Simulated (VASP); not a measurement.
Write the native input for VASP 6.6.1 that does the following.

- Task: single point
- Functional: LDA
- Potentials or basis: VASP PAW LDA potentials, release 64 (Ca_sv, Y_sv)
- Cutoff: 520 eV
- k mesh: 5 × 5 × 5
- Occupations: methfessel-paxton, width 0.1 eV
- Spin: no spin polarisation
- Dipole correction: no
- Further INCAR settings: ALGO = Normal; EDIFF = 1e-06; NBANDS = 28

The structure of Ca3Y lies in POSCAR:

```
Ca3Y
1.0
    5.3764783416      0.0000000000      0.0000000000
    0.0000000000      5.3764783416      0.0000000000
    0.0000000000      0.0000000000      5.3764783416
Ca Y
3 1
Direct
    0.0000000000      0.5000000000      0.5000000000
    0.5000000000      0.0000000000      0.5000000000
    0.5000000000      0.5000000000      0.0000000000
    0.0000000000      0.0000000000      0.0000000000
```

The input as run:

INCAR

```
SYSTEM = Ca3Y
  PREC = Accurate
  ENCUT = 520
  EDIFF = 1E-6
  ISMEAR = 1
  SIGMA = 0.1
  LREAL = .FALSE.
  LASPH = .TRUE.
  NELM = 60
  ALGO = Normal
  ISIF = 2
  LWAVE = .FALSE.
  LCHARG = .FALSE.
  GGA = CA
  NBANDS = 28
```

KPOINTS

```
Automatic mesh
0
G
  5 5 5
  0 0 0
```

Potentials or basis: VASP PAW LDA potentials, release 64 (Ca_sv, Y_sv).

Launch:

```sh
$ cat potpaw_LDA.64/Ca_sv/POTCAR potpaw_LDA.64/Y_sv/POTCAR > POTCAR
$ mpirun -np 1 vasp_std > vasp.out
```

It gave:

```
Pressure               : -1.9 GPa
Band gap on the k mesh : zero (an odd number of electrons rules out a gap without spin polarisation)
```

Wall time 50 s on 1 thread of Intel Xeon 8259CL, on a shared host, peak memory 0.22 GiB.
